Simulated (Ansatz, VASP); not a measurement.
**AlN in VASP and in Ansatz**

File INCAR:

```
SYSTEM = AlN
ALGO = Normal ; EDIFF = 1E-7
ENCUT = 520 ; GGA = PS
ISIF = 2 ; ISMEAR = 0
LASPH = .True. ; LCHARG = .False.
LREAL = .False. ; LWAVE = .False.
NBANDS = 16 ; NELM = 80
PREC = Accurate ; SIGMA = 0.01
```

KPOINTS

```
k-points
0
Gamma
  12 12 8
  0 0 0
```

File POSCAR:

```
AlN
1.0
    3.1135697640      0.0000000000      0.0000000000
   -1.5567848820      2.6964305121      0.0000000000
    0.0000000000      0.0000000000      4.9831404555
Al N
2 2
Direct
    0.3333333333      0.6666666667     -0.0088546505
    0.6666666667      0.3333333333      0.4911453495
    0.3333333333      0.6666666667      0.3908546505
    0.6666666667      0.3333333333      0.8908546505
```

Input for Ansatz:

```yaml
crystal:
  lattice:
    - [3.113569764, 0.0, 0.0]
    - [-1.556784882, 2.6964305121, 0.0]
    - [0.0, 0.0, 4.9831404555]
  atoms:
    - { symbol: Al, position: [0.3333333333, 0.6666666667, -0.0088546505] }
    - { symbol: Al, position: [0.6666666667, 0.3333333333, 0.4911453495] }
    - { symbol: "N", position: [0.3333333333, 0.6666666667, 0.3908546505] }
    - { symbol: "N", position: [0.6666666667, 0.3333333333, 0.8908546505] }
basis:
  ecutwfc: 420
  xc_grid: 2
kpoints:
  mp_grid: { grid: [12, 12, 8] }
hamiltonian:
  xc: pbesol
  pseudopotentials: { kind: paw, azcp: { folder: soft_1 } }
scf:
  occupations: { method: fixed }
output:
  forces: true
  stress: true
  eigenvalues: true
  polarization: {}
```

Change from the starting cell: polar distortion scaled by 0.85.

Alike in both runs: task single point; functional PBEsol; k mesh 12 × 12 × 8; no spin polarisation.

|  | VASP | Ansatz |
| --- | --- | --- |
| version | VASP 6.6.1 | Ansatz 0.2.0 |
| potentials or method | VASP PAW PBE potentials, release 64 (Al, N), cutoff 520 eV | scalar-relativistic, plane waves, PAW |
| occupations | gaussian, width 0.01 eV | fixed |
| valence electrons in the cell | 16 | 16 |

|  | VASP | Ansatz | Ansatz less VASP |
| --- | --- | --- | --- |
| gap on the k mesh at the Fermi level (eV) | 3.84 | 3.82 | -0.017 |
| least direct gap on the mesh (eV) | 3.84 | 3.82 | -0.017 |
| pressure (GPa) | 0.5 | 0.5 | -0.03 |
| traceless stress, the component that is largest in VASP (GPa) | -6.89 | -6.80 | +0.088 |
| rms of the force components (eV/Å) | 0.493 | 0.489 | -0.0035 |

VASP's potentials were made for PBE, not for PBEsol, and Ansatz warns of the same on its side. Atom by atom the forces differ by 0.004 eV/Å (rms over components).
